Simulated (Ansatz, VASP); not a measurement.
**TiAl3: VASP beside Ansatz**

```xyz
4
Lattice="2.8397 0.0000 0.0000 0.0000 4.6813 0.0000 0.0000 0.0000 4.9007" Properties=species:S:1:pos:R:3 pbc="T T T"
Ti    0.0000    2.3406    0.8131
Al    1.4198    2.3406    3.2701
Al    1.4198    0.0000    1.6217
Al    0.0000    0.0000    4.0965
```

Alike in both runs: task single point; functional r2SCAN; k mesh 14 × 10 × 10; no spin polarisation.

|  | VASP | Ansatz |
| --- | --- | --- |
| version | VASP 6.6.1 | Ansatz 0.2.0 |
| potentials or method | VASP PAW PBE potentials, release 64 (Ti_sv, Al), cutoff 520 eV | scalar-relativistic, plane waves, PAW |
| occupations | methfessel-paxton of order 1, width 0.3 eV | cold, width 0.3 eV |
| valence electrons in the cell | 21 | 21 |

|  | VASP | Ansatz | Ansatz less VASP |
| --- | --- | --- | --- |
| gap on the k mesh at the Fermi level (eV) | none | none | - |
| pressure (GPa) | -2.3 | -2.2 | +0.09 |
| traceless stress, the component that is largest in VASP (GPa) | -1.37 | -1.20 | +0.171 |
| rms of the force components (eV/Å) | 0.018 | 0.015 | -0.0031 |

VASP's potentials were made for PBE, not for r2SCAN. Atom by atom the forces differ by 0.004 eV/Å (rms over components). A gap of «none» marks a metal or a gap that the smearing closes.
